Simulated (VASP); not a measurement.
Write the native input for VASP 6.6.1 that does the following.

```yaml
Task: single point
Functional: PBE
Potentials_or_basis: VASP PAW PBE potentials, release 64 (K_sv, F)
Cutoff: 600 eV
k_mesh: 7 × 7 × 7
Occupations: gaussian, width 0.1 eV
Spin: no spin polarisation
Hubbard_terms: F p U = 1.2 eV
Dipole_correction: no
Further_INCAR_settings: ALGO = Normal; EDIFF = 1e-06; NBANDS = 15
```

The structure of KF lies in POSCAR:

```
KF
1.0
    0.0000000000      2.6544134050      2.6544134050
    2.6544134050      0.0000000000      2.6544134050
    2.6544134050      2.6544134050      0.0000000000
K F
1 1
Direct
    0.0000000000      0.0000000000      0.0000000000
    0.5000000000      0.5000000000      0.5000000000
```

These files were run (other wordings do the same):

INCAR

```
SYSTEM = KF
ALGO = Normal ; EDIFF = 1E-6
ENCUT = 600 ; GGA = PE
GGA_COMPAT = .FALSE. ; ISIF = 2
ISMEAR = 0 ; LASPH = .TRUE.
LCHARG = .TRUE. ; LDAU = .TRUE.
LDAUJ = 0 0 ; LDAUL = -1 1
LDAUPRINT = 1 ; LDAUTYPE = 2
LDAUU = 0 1.2 ; LELF = .TRUE.
LREAL = .FALSE. ; LVHAR = .TRUE.
LWAVE = .FALSE. ; NBANDS = 15
NELM = 200 ; PREC = Accurate
SIGMA = 0.1
```

KPOINTS

```
k-points
0
G
  7 7 7
  0 0 0
```

Potentials or basis: VASP PAW PBE potentials, release 64 (K_sv, F).

Launch:

```console
$ cat potpaw_PBE.64/K_sv/POTCAR potpaw_PBE.64/F/POTCAR > POTCAR
$ mpirun -np 1 vasp_std > vasp.out
```

Results of the run:

The pressure is 1.9 GPa and the band gap on the k mesh is 6.38 eV.

It took 14 s on 1 thread of Intel(R) Xeon(R) Platinum 8259CL CPU @ 2.50GHz (Skylake/Cascade Lake), on a shared host, peak memory 0.17 GiB.
